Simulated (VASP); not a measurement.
A run of VASP 6.6.1:

The input INCAR:

```
PREC = Accurate ; ENCUT = 520
EDIFF = 1E-7 ; ISMEAR = 0
SIGMA = 0.1 ; LREAL = F
LASPH = T ; NELM = 80
ALGO = Fast ; ISIF = 2
LWAVE = F ; LCHARG = T
GGA = PE ; LELF = T
LVHAR = T ; NBANDS = 26
```

File KPOINTS:

```
Automatic mesh
0
Gamma
  18 18 7
```

Contents of POSCAR:

```
V
1.0
    2.6545341699      0.0000000000      0.0000000000
   -1.3272670850      2.2988940264      0.0000000000
    0.0000000000      0.0000000000      6.8262087519
V
3
Direct
    0.0000000000      0.0000000000      0.0000000000
    0.3333333333      0.6666666667      0.3333333333
    0.6666666667      0.3333333333      0.6666666667
```

Potentials or basis: VASP PAW PBE potentials, release 64 (V_sv).

Run with:

```sh
$ cat potpaw_PBE.64/V_sv/POTCAR > POTCAR
$ mpirun -np 1 vasp_std > vasp.out
```

Hardware: 1 thread of Intel(R) Xeon(R) Platinum 8375C CPU @ 2.90GHz (Ice Lake), with other jobs on the host.

**Question.** Estimate the wall time of this run.

**Answer.** Run time: 3.7 min on 1 thread of Intel(R) Xeon(R) Platinum 8375C CPU @ 2.90GHz (Ice Lake) (shared host), peak memory 0.29 GiB. Counts: scf iterations 17, k points 229.
